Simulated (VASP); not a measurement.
A run of VASP 6.6.1:

The input INCAR:

```
SYSTEM = HfC
PREC = Accurate
ENCUT = 600
EDIFF = 1E-6
ISMEAR = -1
SIGMA = 0.05
LREAL = .False.
LASPH = .True.
NELM = 80
ALGO = Normal
ISIF = 3
LWAVE = .False.
LCHARG = .False.
GGA = PE
IVDW = 12
IBRION = 2
NSW = 80
EDIFFG = -0.02
```

Contents of KPOINTS:

```
Automatic mesh
0
Gamma
  10 10 10
  0 0 0
```

File POSCAR:

```
HfC
1.0
    0.0000000000      2.3250000000      2.3250000000
    2.3250000000      0.0000000000      2.3250000000
    2.3250000000      2.3250000000      0.0000000000
Hf C
1 1
Direct
    0.5000000000      0.5000000000      0.5000000000
    0.0000000000      0.0000000000      0.0000000000
```

Potentials or basis: VASP PAW PBE potentials, release 64 (Hf_pv, C).

The run is started by

```bash
$ cat potpaw_PBE.64/Hf_pv/POTCAR potpaw_PBE.64/C/POTCAR > POTCAR
$ mpirun -np 1 vasp_std > vasp.out
```

Hardware: 1 thread of Intel Xeon 8259CL, on a shared host.

Question: Estimate the wall time of this run.

Answer: Wall time 68 s on 1 thread of Intel Xeon 8259CL (shared host), peak memory 0.18 GiB. Counts: scf iterations 30, k points 47, ion steps 3.
